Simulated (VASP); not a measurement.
Set up this calculation in VASP 6.6.1, as the native input.

```
Task                   : relaxation of cell and atoms
Functional             : PBE
Potentials or basis    : VASP PAW PBE potentials, release 64 (Sn_d, Se)
Cutoff                 : 600 eV
k mesh                 : 6 × 6 × 3
Occupations            : fermi-dirac, width 0.01 eV
Spin                   : no spin polarisation
Dipole correction      : no
Further INCAR settings : ALGO = Normal; EDIFF = 1e-07; IBRION = 2; EDIFFG = -0.02; NSW = 80; ISIF = 3
```

The structure of SnSe lies in POSCAR:

```
SnSe
1.0
    4.5500000000      0.0000000000      0.0000000000
   -2.2750000000      3.9404155872      0.0000000000
    0.0000000000      0.0000000000      7.4301500000
Sn Se
2 2
Direct
    0.3333333333      0.6666666667      0.0000000000
    0.6666666667      0.3333333333      0.5000000000
    0.3333333333      0.6666666667      0.3750000000
    0.6666666667      0.3333333333      0.8750000000
```

The input as run:

INCAR

```
ALGO = Normal
EDIFF = 1E-7
EDIFFG = -0.02
ENCUT = 600
GGA = PE
IBRION = 2
ISIF = 3
ISMEAR = -1
LASPH = True
LCHARG = False
LREAL = False
LWAVE = False
NELM = 60
NSW = 80
PREC = Accurate
SIGMA = 0.01
```

KPOINTS

```
k-points
0
Gamma
  6 6 3
```

Potentials or basis: VASP PAW PBE potentials, release 64 (Sn_d, Se).

Command:

```bash
$ cat potpaw_PBE.64/Sn_d/POTCAR potpaw_PBE.64/Se/POTCAR > POTCAR
$ mpirun -np 1 vasp_std > vasp.out
```

Results of the run:

```yaml
Relaxed_volume: 34.32 Å³/atom
Relaxed_cell: a = 5.136 Å, b = 5.136 Å, c = 6.010 Å, α = 90.00°, β = 90.00°, γ = 120.00°
Space_group_after_relaxing_to_0.1_Å: P6_3/mmc (No. 194)
Energy_gained_by_relaxing: 184.9 meV/atom
Ionic_steps: 30
Pressure_after_relaxing: 0.0 GPa
Largest_force_after_relaxing: 0.014 eV/Å
Band_gap_on_the_k_mesh: 1.25 eV (least direct gap 1.62 eV)
```

Caveat: a cell axis changed by over 15 % at a fixed basis, so the end point is rough; spin-orbit coupling is left out, which moves the levels of the heavy elements; an odd mesh through Γ misses points on the zone boundary, where band edges can lie.

Run time: 29 min on 1 thread of Intel Xeon 8259CL, with other jobs on the host, peak memory 0.31 GiB.
